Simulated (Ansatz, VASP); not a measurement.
# CO: VASP beside Ansatz

INCAR

```
PREC     = Accurate       # precision mode
ENCUT    = 520            # plane-wave cutoff, eV
EDIFF    = 1E-6           # SCF threshold, eV
ISMEAR   = 0              # smearing method
SIGMA    = 0.05           # smearing width, eV
LREAL    = F              # projectors in reciprocal space
LASPH    = T              # aspherical terms in the spheres
NELM     = 80             # most SCF steps
ALGO     = Normal         # electronic algorithm
ISIF     = 2              # what is computed and relaxed
LWAVE    = F              # write WAVECAR
LCHARG   = F              # write CHGCAR
LDIPOL   = T            
IDIPOL   = 3            
DIPOL    = 0.5 0.5 0.668
GGA      = PE             # functional
IVDW     = 12             # dispersion correction
NBANDS   = 12             # bands
```

Contents of KPOINTS:

```
Automatic mesh
0
Gamma
  2 2 1
```

The input POSCAR:

```
CO
1.0
    7.6671877233      0.0000000000      0.0000000000
    0.0000000000      7.6671877233      0.0000000000
    0.0000000000      0.0000000000     28.7779408436
C O
1 1
Direct
    0.6643287802      0.7647505295      0.6556004275
    0.7394822165      0.6745984093      0.6795183833
```

Input for Ansatz:

```yaml
crystal:
  lattice:
    - [7.6671877233, 0.0, 0.0]
    - [0.0, 7.6671877233, 0.0]
    - [0.0, 0.0, 28.7779408436]
  atoms:
    - { symbol: C, position: [0.6643287802, 0.7647505295, 0.6556004275] }
    - { symbol: O, position: [0.7394822165, 0.6745984093, 0.6795183833] }
basis:
  ecutwfc: 420
kpoints:
  mp_grid: { grid: [2, 2, 1] }
hamiltonian:
  xc: pbe
  dispersion: d3bj
scf:
  occupations: { method: gaussian, width: 0.05 }
output:
  forces: true
  eigenvalues: true
  write_density: true
  volumetric_format: npy
efield:
  axis: 3
  dipole_correction: true
  ramp_width: 0.04
```

Alike in both runs: task single point; functional PBE; dispersion D3(BJ); k mesh 2 × 2 × 1; occupations gaussian, width 0.05 eV; no spin polarisation.

|  | VASP | Ansatz |
| --- | --- | --- |
| version | VASP 6.6.1 | Ansatz 0.2.0 |
| potentials or method | VASP PAW PBE potentials, release 64 (C, O), cutoff 520 eV | scalar-relativistic, plane waves, PAW |
| valence electrons in the cell | 10 | 10 |

|  | VASP | Ansatz | Ansatz less VASP |
| --- | --- | --- | --- |
| gap on the k mesh at the Fermi level (eV) | 6.98 | 6.98 | +0.001 |
| rms of the force components (eV/Å) | 0.702 | 0.150 | -0.5527 |

Atom by atom the forces differ by 0.553 eV/Å (rms over components). One of these differences is far larger than is usual between the two programs; its cause wasn't traced.

Noted on VASP's run: the standard files for N, O and F lose accuracy on very short bonds.
